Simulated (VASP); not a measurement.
# BaZrO3 (Pm-3m) in VASP: a series of runs

The runs below take BaZrO3 through single point, with PBEsol.

Everything below comes from runs of VASP 6.6.1. Logs are shortened: lines on timing, memory, paths and dates and some standing lists are left out, and cuts for length are marked.

**1. The cell of the first run**

The structure is cubic, space group Pm-3m (No. 221). The conventional cell has a = 4.047 Å, b = 4.047 Å, c = 4.047 Å, α = 90.00°, β = 90.00°, γ = 90.00°. Ba (site symmetry m-3m) has 12 O at 2.86 Å and 8 Zr at 3.50 Å within 3.8 Å. Zr (site symmetry m-3m) has 6 O at 2.02 Å within 2.7 Å. Within 2.7 Å of O (site symmetry 4/mmm) lie 2 Zr at 2.02 Å.

**2. Single point, PBEsol**

Contents of INCAR:

```
SYSTEM = BaZrO3
PREC = Accurate
ENCUT = 520
EDIFF = 1E-6
ISMEAR = 0
SIGMA = 0.01
LREAL = .False.
LASPH = .True.
NELM = 60
ALGO = Normal
ISIF = 2
LWAVE = .False.
LCHARG = .True.
GGA = PS
LELF = .True.
LVHAR = .True.
NBANDS = 28
```

Contents of KPOINTS:

```
Automatic mesh
0
Gamma
  4 4 4
  0 0 0
```

Contents of POSCAR:

```
BaZrO3
1.0
    4.0466942773      0.0000000000      0.0000000000
    0.0000000000      4.0466942773      0.0000000000
    0.0000000000      0.0000000000      4.0466942773
Ba Zr O
1 1 3
Direct
    0.0000000000      0.0000000000      0.0000000000
    0.5000000000      0.5000000000      0.5000000000
    0.0000000000      0.5000000000      0.5000000000
    0.5000000000      0.0000000000      0.5000000000
    0.5000000000      0.5000000000      0.0000000000
```

Potentials or basis: VASP PAW PBE potentials, release 64 (Ba_sv, Zr_sv, O).

Command:

```
> cat potpaw_PBE.64/Ba_sv/POTCAR potpaw_PBE.64/Zr_sv/POTCAR potpaw_PBE.64/O/POTCAR > POTCAR
> mpirun -np 1 vasp_std > vasp.out
```

OUTCAR:

```text
SYSTEM = BaZrO3
   PREC = Accurate
   ENCUT = 520
   EDIFF = 1E-6
   ISMEAR = 0
   LREAL = .False.
   LASPH = .True.
   NELM = 60
   ISIF = 2
   GGA = PS

 ion  position               nearest neighbor table
   1  0.000  0.000  0.000-   3 2.86   4 2.86   5 2.86   3 2.86   4 2.86   3 2.86   5 2.86   3 2.86
                             4 2.86   5 2.86   4 2.86   5 2.86   2 3.50   2 3.50   2 3.50   2 3.50
   2  0.500  0.500  0.500-   3 2.02   4 2.02   5 2.02   5 2.02   4 2.02   3 2.02   1 3.50   1 3.50
                             1 3.50   1 3.50   1 3.50   1 3.50   1 3.50   1 3.50
   3  0.000  0.500  0.500-   2 2.02   2 2.02   1 2.86   1 2.86   1 2.86   1 2.86
   4  0.500  0.000  0.500-   2 2.02   2 2.02   1 2.86   1 2.86   1 2.86   1 2.86
   5  0.500  0.500  0.000-   2 2.02   2 2.02   1 2.86   1 2.86   1 2.86   1 2.86

  LATTYP: Found a simple cubic cell.
 ALAT       =     4.0466942773

  Lattice vectors:

 A1 = (   4.0466942773,   0.0000000000,   0.0000000000)
 A2 = (   0.0000000000,   4.0466942773,   0.0000000000)
 A3 = (   0.0000000000,   0.0000000000,   4.0466942773)

Analysis of symmetry for initial positions (statically):
=====================================================================
 Subroutine PRICEL returns:
 Original cell was already a primitive cell.

 Routine SETGRP: Setting up the symmetry group for a
 simple cubic supercell.

 Subroutine GETGRP returns: Found 48 space group operations
 (whereof 48 operations were pure point group operations)
 out of a pool of 48 trial point group operations.

The static configuration has the point symmetry O_h .

Analysis of symmetry for dynamics (positions and initial velocities):
=====================================================================
 Subroutine PRICEL returns:
 Original cell was already a primitive cell.

 Routine SETGRP: Setting up the symmetry group for a
 simple cubic supercell.

 Subroutine GETGRP returns: Found 48 space group operations
 (whereof 48 operations were pure point group operations)
 out of a pool of 48 trial point group operations.

The dynamic configuration has the point symmetry O_h .

 Subroutine INISYM returns: Found 48 space group operations
 (whereof 48 operations are pure point group operations),
 and found     1 'primitive' translations

----------------------------------------------------------------------------------------

                                     Primitive cell

  volume of cell :      66.2676

  direct lattice vectors                    reciprocal lattice vectors
     4.046694277  0.000000000  0.000000000     0.247115283  0.000000000  0.000000000
     0.000000000  4.046694277  0.000000000     0.000000000  0.247115283  0.000000000
     0.000000000  0.000000000  4.046694277     0.000000000  0.000000000  0.247115283

  length of vectors
     4.046694277  4.046694277  4.046694277     0.247115283  0.247115283  0.247115283

  position of ions in fractional coordinates (direct lattice)
     0.000000000  0.000000000  0.000000000
     0.500000000  0.500000000  0.500000000
     0.000000000  0.500000000  0.500000000
     0.500000000  0.000000000  0.500000000
     0.500000000  0.500000000  0.000000000

  ion indices of the primitive-cell ions
   primitive index   ion index
                 1           1
                 2           2
                 3           3
                 4           4
                 5           5

----------------------------------------------------------------------------------------

 KPOINTS: Automatic mesh

Automatic generation of k-mesh.
 Grid dimensions read from file:
 generate k-points for:    4    4    4

 Generating k-lattice:

  Cartesian coordinates                     Fractional coordinates (reciprocal lattice)
     0.061778821  0.000000000  0.000000000     0.250000000  0.000000000  0.000000000
     0.000000000  0.061778821  0.000000000     0.000000000  0.250000000  0.000000000
     0.000000000  0.000000000  0.061778821     0.000000000  0.000000000  0.250000000

  Length of vectors
     0.061778821  0.061778821  0.061778821

  Shift w.r.t. Gamma in fractional coordinates (k-lattice)
     0.000000000  0.000000000  0.000000000

 Subroutine IBZKPT returns following result:
 ===========================================

 Found     10 irreducible k-points:

 Following reciprocal coordinates:
            Coordinates               Weight
  0.000000  0.000000  0.000000      1.000000
  0.250000  0.000000  0.000000      6.000000
  0.500000  0.000000  0.000000      3.000000
  0.250000  0.250000  0.000000     12.000000
  0.500000  0.250000  0.000000     12.000000
  0.500000  0.500000  0.000000      3.000000
  0.250000  0.250000  0.250000      8.000000
  0.500000  0.250000  0.250000     12.000000
  0.500000  0.500000  0.250000      6.000000
  0.500000  0.500000  0.500000      1.000000
   k-points           NKPTS =     10   k-points in BZ     NKDIM =     10   number of bands    NBANDS=     28
   number of dos      NEDOS =    301   number of ions     NIONS =      5
   total plane-waves  NPLWV =  27000
   dimension x,y,z NGX =    30 NGY =   30 NGZ =   30
   dimension x,y,z NGXF=    60 NGYF=   60 NGZF=   60
   ions per type =               1   1   3
   NGX,Y,Z   is equivalent  to a cutoff of  12.32, 12.32, 12.32 a.u.
   NGXF,Y,Z  is equivalent  to a cutoff of  24.65, 24.65, 24.65 a.u.
 SYSTEM =  BaZrO3
   PREC   = accura    normal or accurate (medium, high low for compatibility)
   ISTART =      0    job   : 0-new  1-cont  2-samecut
   ICHARG =      2    charge: 1-file 2-atom 10-const
   ISPIN  =      1    spin polarized calculation?
   LNONCOLLINEAR =      F non collinear calculations
   LSORBIT =      F    spin-orbit coupling
   LASPH  =      T    aspherical Exc in radial PAW
   ENCUT  =  520.0 eV  38.22 Ry    6.18 a.u.   7.52  7.52  7.52*2*pi/ulx,y,z
   NELM   =     60;   NELMIN=  2; NELMDL= -5     # of ELM steps
   EDIFF  = 0.1E-05   stopping-criterion for ELM
   LREAL  =      F    real-space projection
   EDIFFG = 0.1E-04   stopping-criterion for IOM
   NSW    =      0    number of steps for IOM
   IBRION =     -1    ionic relax: 0-MD 1-quasi-New 2-CG
   NFREE  =      0    steps in history (QN), initial steepest desc. (CG)
   ISIF   =      2    stress and relaxation
   ISYM   =      2    0-nonsym 1-usesym 2-fastsym
   POTIM  = 0.5000    time-step for ionic-motion
   TEBEG  =    0.0;   TEEND  =   0.0 temperature during run
   PSTRESS=    0.0 pullay stress
   NELECT =      40.0000    total number of electrons
   NUPDOWN=      -1.0000    fix difference up-down
   EMIN   =  10.00;   EMAX   =-10.00  energy-range for DOS
   EFERMI =   0.00;   METHOD = LEGACY
   ISMEAR =     0;   SIGMA  =   0.01  broadening in eV -4-tet -1-fermi 0-gaus
   EFERMI_NEDOS =   21; number of points for ismear=-14 and -15
   IALGO  =     38    algorithm
   IMIX   =      4    mixing-type and parameters
     AMIX     =   0.40;   BMIX     =  1.00
     AMIX_MAG =   1.60;   BMIX_MAG =  1.00
  volume/ion in A,a.u.               =      13.25        89.44
  Fermi-wavevector in a.u.,A,eV,Ry     =   1.383549  2.614528 26.044365  1.914207
  Thomas-Fermi vector in A             =   2.508136
   LORBIT       =      0    0 simple, 1 ext, 2 COOP (PROOUT), +10 PAW based schemes
   GGA     = PS    functional components
   LHFCALC =     F    Hartree Fock is set to
   AEXX    =    0.0000 exact exchange contribution
   IVDW    =     0    specifies the selected vdW correction
   LEPSILON=     F    determine dielectric tensor
   LRPA    =     F    only Hartree local field effects (RPA)
 non-spin polarized calculation
 Gauss-broadening in eV      SIGMA  =   0.01
  energy-cutoff  :      520.00
  volume of cell :       66.27
 maximum number of plane-waves:      1803
   NGX = 15   NGY = 15   NGZ = 15

 number of electron      39.9999976 magnetization

 Free energy of the ion-electron system (eV)
  ---------------------------------------------------
  ext. energy  EPLUGINS =         0.00000000
  ---------------------------------------------------
  free energy    TOTEN  =       -43.15570112 eV

  energy without entropy =      -43.15570112  energy(sigma->0) =      -43.15570112

 E-fermi :   4.5014     XC(G=0): -11.5640

 val. band max:        4.4298094076   @ k =   0.5000   0.5000   0.5000
 cond. band min:       7.7257835455   @ k =   0.0000   0.0000   0.0000
 fundamental gap:      3.2959741378
 Fermi energy:         4.5013941820

 k-point     1 :       0.0000    0.0000    0.0000
  band No.  band energies     occupation
      1     -41.8087      2.00000
      2     -20.5278      2.00000
      3     -20.1878      2.00000
      4     -20.1878      2.00000
      5     -20.1878      2.00000
      6     -12.0160      2.00000
[... 20 lines left out ...]
     27      13.0628      0.00000
     28      13.0628      0.00000

 k-point     2 :       0.2500    0.0000    0.0000
  band No.  band energies     occupation
      1     -41.8055      2.00000
      2     -20.7011      2.00000
      3     -20.1813      2.00000
      4     -20.1813      2.00000
      5     -20.1693      2.00000
      6     -12.1732      2.00000
[... 20 lines left out ...]
     27      12.8375      0.00000
     28      13.0711      0.00000

 k-point     3 :       0.5000    0.0000    0.0000
  band No.  band energies     occupation
      1     -41.8022      2.00000
      2     -20.8758      2.00000
      3     -20.1749      2.00000
      4     -20.1749      2.00000
      5     -20.1317      2.00000
      6     -12.3698      2.00000
[... 20 lines left out ...]
     27      13.0824      0.00000
     28      13.6255      0.00000

 k-point     4 :       0.2500    0.2500    0.0000
  band No.  band energies     occupation
      1     -41.8023      2.00000
      2     -20.6785      2.00000
      3     -20.3995      2.00000
      4     -20.1752      2.00000
      5     -20.1459      2.00000
      6     -12.0573      2.00000
[... 144 lines left out ...]
     27      12.7183      0.00000
     28      13.8966      0.00000

 k-point     9 :       0.5000    0.5000    0.2500
  band No.  band energies     occupation
      1     -41.7928      2.00000
      2     -20.5846      2.00000
      3     -20.5846      2.00000
      4     -20.3787      2.00000
      5     -20.3344      2.00000
      6     -11.2294      2.00000
[... 20 lines left out ...]
     27      13.2454      0.00000
     28      14.6097      0.00000

 k-point    10 :       0.5000    0.5000    0.5000
  band No.  band energies     occupation
      1     -41.7897      2.00000
      2     -20.5749      2.00000
      3     -20.5749      2.00000
      4     -20.5749      2.00000
      5     -20.3038      2.00000
      6     -10.4159      2.00000
[... 20 lines left out ...]
     27      14.3004      0.00000
     28      14.3004      0.00000

------------------------ aborting loop because EDIFF is reached ----------------------------------------

  FORCE on cell =-STRESS in cart. coord.  units (eV):
  Direction    XX          YY          ZZ          XY          YZ          ZX
  --------------------------------------------------------------------------------------
  -------------------------------------------------------------------------------------
  Total        8.9136098      8.9136098      8.9136098     -0.0000000     -0.0000000      0.0000000
  in kB      215.5078104    215.5078104    215.5078104     -0.0000000     -0.0000000      0.0000000
  external PRESSURE =     215.5078104 kB  Pullay stress =       0.0000000 kB

 VOLUME and BASIS-vectors are now :
 -----------------------------------------------------------------------------
  energy-cutoff  :      520.00
  volume of cell :       66.27
      direct lattice vectors                 reciprocal lattice vectors
     4.046694277  0.000000000  0.000000000     0.247115283  0.000000000  0.000000000
     0.000000000  4.046694277  0.000000000     0.000000000  0.247115283  0.000000000
     0.000000000  0.000000000  4.046694277     0.000000000  0.000000000  0.247115283

 POSITION                                       TOTAL-FORCE (eV/Angst)
 -----------------------------------------------------------------------------------
      0.00000      0.00000      0.00000         0.000000      0.000000      0.000000
      2.02335      2.02335      2.02335         0.000000      0.000000      0.000000
      0.00000      2.02335      2.02335         0.000000      0.000000      0.000000
      2.02335      0.00000      2.02335         0.000000      0.000000      0.000000
      2.02335      2.02335      0.00000         0.000000      0.000000      0.000000
 -----------------------------------------------------------------------------------
    total drift:                                0.000000      0.000000     -0.000000

  FREE ENERGIE OF THE ION-ELECTRON SYSTEM (eV)
  ---------------------------------------------------
  free  energy   TOTEN  =       -43.1557011193 eV

  energy  without entropy=      -43.1557011193  energy(sigma->0) =      -43.15570112
```

Run time: 29 s. Hardware: 1 thread of AMD EPYC 7R43 (Zen 3), shared host; peak memory 0.14 GiB.

Results:

```yaml
Free_energy: -43.1557 eV
Pressure: 21.6 GPa
Band_gap_on_the_k_mesh: 3.30 eV, indirect (least direct gap 3.35 eV)
```

Levels at points of the mesh, in eV from the valence-band top:
```csv
k point,band 16,band 17,band 18,band 19,band 20,band 21,band 22,band 23,band 24,band 25
"(0.00, 0.00, 0.00)",-1.17,-1.17,-0.06,-0.06,-0.06,3.30,3.30,3.30,4.65,4.65
"(0.50, 0.00, 0.00)",-1.94,-1.90,-1.90,-0.23,-0.23,3.86,6.39,6.39,6.76,7.14
"(0.50, 0.50, 0.00)",-2.81,-0.91,-0.91,-0.47,-0.09,6.34,6.34,6.98,7.09,8.51
"(0.50, 0.50, 0.50)",-2.58,-2.58,0.00,0.00,0.00,6.32,6.32,6.32,7.94,7.94
```

Caveat: the PAW data sets were made with another functional, which shifts forces and pressure a little; spin-orbit coupling is left out, which moves the levels of the heavy elements. PBEsol gaps usually lie below the measured ones, often by a third to a half.

(Continued in part 2 of 2.)
